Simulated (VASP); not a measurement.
Here is a VASP 6.6.1 calculation.

File POSCAR:

```
PbSe
1.0
    0.0000000000      3.1081261849      3.1081261849
    3.1081261849      0.0000000000      3.1081261849
    3.1081261849      3.1081261849      0.0000000000
Pb Se
1 1
Direct
    0.5000000000      0.5000000000      0.5000000000
    0.0000000000      0.0000000000      0.0000000000
```

INCAR.step1

```
  PREC = Accurate
  ENCUT = 520
  ISMEAR = 0
  SIGMA = 0.05
  LREAL = F
  LASPH = T
  NELM = 60
  NBANDS = 17
  GGA = PE
  ALGO = Normal
  EDIFF = 1E-4
  LWAVE = T
  LCHARG = F
```

File INCAR.step2:

```
  PREC = Accurate
  ENCUT = 520
  EDIFF = 1E-6
  ISMEAR = 0
  SIGMA = 0.05
  LREAL = F
  LASPH = T
  NELM = 60
  ALGO = Normal
  ISIF = 2
  LWAVE = F
  LCHARG = F
  METAGGA = R2SCAN
  LMIXTAU = T
  NBANDS = 17
  ISTART = 1
```

The input KPOINTS:

```
Automatic mesh
0
Gamma
  10 10 10
```

Potentials or basis: VASP PAW PBE potentials, release 64 (Pb_d, Se).

Command:

```sh
$ cat potpaw_PBE.64/Pb_d/POTCAR potpaw_PBE.64/Se/POTCAR > POTCAR
$ cp INCAR.step1 INCAR
$ mpirun -np 1 vasp_std > vasp.out
$ cp INCAR.step2 INCAR
$ mpirun -np 1 vasp_std > vasp.out
```

Question: Estimate the pressure.

Answer: -0.9 GPa.

Question: Estimate the band gap on the k mesh.

Answer: 0.73 eV, direct.

Caveat: the PAW data sets were made with another functional, which shifts forces and pressure a little; spin-orbit coupling is left out, which moves the levels of the heavy elements. A k mesh can miss the band edges.
